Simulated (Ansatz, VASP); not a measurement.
# One calculation of LaAg, two programs

```
CELL_PARAMETERS angstrom
3.73476 0.00000 0.00000
0.00000 3.73476 0.00000
0.00000 0.00000 3.73476
ATOMIC_POSITIONS crystal
La 0.50000 0.50000 0.50000
Ag 0.00000 0.00000 0.00000
```

Change from the starting cell: volume scaled by 0.98.

Alike in both runs: task single point; functional PBEsol; k mesh 9 × 9 × 9; occupations fermi-dirac, width 0.08 eV; no spin polarisation.

```csv
,VASP,Ansatz
version,VASP 6.6.1,Ansatz 0.2.0
potentials or method,"VASP PAW PBE potentials, release 64 (La, Ag), cutoff 520 eV","all-electron LAPW, scalar-relativistic"
```

VASP gave:

| Property | Result |
| --- | --- |
| pressure (GPa) | 0.8 |

Problem. Estimate Ansatz's values.

Solution. Pressure (GPa): 0.9.

VASP's potentials were made for PBE, not for PBEsol. Ansatz ran all-electron here, and VASP with PAW potentials.

Spin-orbit coupling is off throughout.
